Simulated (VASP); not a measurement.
Input of a VASP 6.6.1 run:

INCAR

```
PREC = Accurate ; ENCUT = 520
EDIFF = 1E-7 ; ISMEAR = 0
SIGMA = 0.15 ; LREAL = F
LASPH = T ; NELM = 60
ALGO = Fast ; ISIF = 2
LWAVE = F ; LCHARG = F
GGA = PS ; NBANDS = 12
```

KPOINTS

```
Automatic mesh
0
Gamma
  26 26 26
```

POSCAR

```
Au
1.0
    0.0000000000      2.1031924167      2.0113053693
    2.1031924167      0.0000000000      2.0113053693
    2.1031924167      2.1031924167      0.0000000000
Au
1
Direct
    0.0000000000      0.0000000000      0.0000000000
```

Potentials or basis: VASP PAW PBE potentials, release 64 (Au).

Launch:

```bash
$ cat potpaw_PBE.64/Au/POTCAR > POTCAR
$ mpirun -np 1 vasp_std > vasp.out
```

**Question.** Estimate the pressure.

**Answer.** -7.0 GPa.

Stress tensor (GPa, compression positive):
```
-7.35  0.00  0.00
 0.00 -7.35  0.00
 0.00  0.00 -6.39
```

Caveat: the cell differs from its parent crystal (strain +0.030 along x and y, -0.015 along z); the PAW data sets were made with another functional, which shifts forces and pressure a little.
